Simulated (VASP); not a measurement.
The system is GaO.

```
Ga O
1.0
     2.88109    0.00000    0.00000
    -1.44054    2.49510    0.00000
     0.00000    0.00000    7.65260
Ga O
2 2
Direct
  0.33333 0.66667 0.25000
  0.66667 0.33333 0.75000
  0.33333 0.66667 0.75000
  0.66667 0.33333 0.25000
```

| Property | Result |
| --- | --- |
| Program | VASP 6.6.1 |
| Task | relaxation of cell and atoms |
| Functional | PBE |
| Potentials or basis | VASP PAW PBE potentials, release 64 (Ga_d, O) |
| Cutoff | 600 eV |
| k mesh | 6 × 6 × 2 |
| Occupations | gaussian, width 0.1 eV |
| Spin | no spin polarisation |

At the start: pressure 72.4 GPa; volume 13.75 Å³/atom.

Where does the relaxation end?

Over 14 steps the energy falls by 1329.0 meV/atom and the volume is 16.88 Å³/atom (+22.7 %); space group P6_3/mmc (No. 194, to 0.05 Å).

The path:
| step | energy change (eV) | largest force (eV/Å) | pressure (GPa) | volume (Å³) |
| --- | --- | --- | --- | --- |
| 1 | 0.0000 | 0.0000 | 72.36 | 55.01 |
| 2 | -1.1018 | 0.0000 | -19.13 | 115.92 |
| 3 | -5.2569 | 0.0000 | -2.70 | 80.01 |
| 4 | -5.2776 | 0.0000 | -1.31 | 78.73 |
| 5 | -5.2820 | 0.0000 | -0.19 | 77.78 |
| 6 | -5.2832 | 0.0000 | -0.21 | 77.51 |
| 7 | -5.2867 | 0.0000 | -0.18 | 76.69 |
| 8 | -5.2934 | 0.0000 | -0.15 | 75.06 |
| 9 | -5.3059 | 0.0000 | -0.11 | 71.78 |
| 10 | -5.3110 | 0.0000 | 1.01 | 65.19 |
| 11 | -5.3148 | 0.0000 | 0.20 | 68.32 |
| 12 | -5.3153 | 0.0000 | 0.43 | 67.42 |
| 13 | -5.3094 | 0.0000 | -1.45 | 67.85 |
| 14 | -5.3158 | 0.0000 | 0.00 | 67.52 |

Final structure:
```xyz
4
Lattice="3.4341 0.0000 0.0000 -1.7170 2.9740 0.0000 0.0000 0.0000 6.6113" Properties=species:S:1:pos:R:3 pbc="T T T"
Ga    0.0000    1.9827    1.6528
Ga    1.7170    0.9913    4.9585
O     0.0000    1.9827    4.9585
O     1.7170    0.9913    1.6528
```

Caveat: the k points lie up to 0.48 Å⁻¹ apart in the final cell; the volume moved by over 15 % at a fixed basis, so the end points are rough.
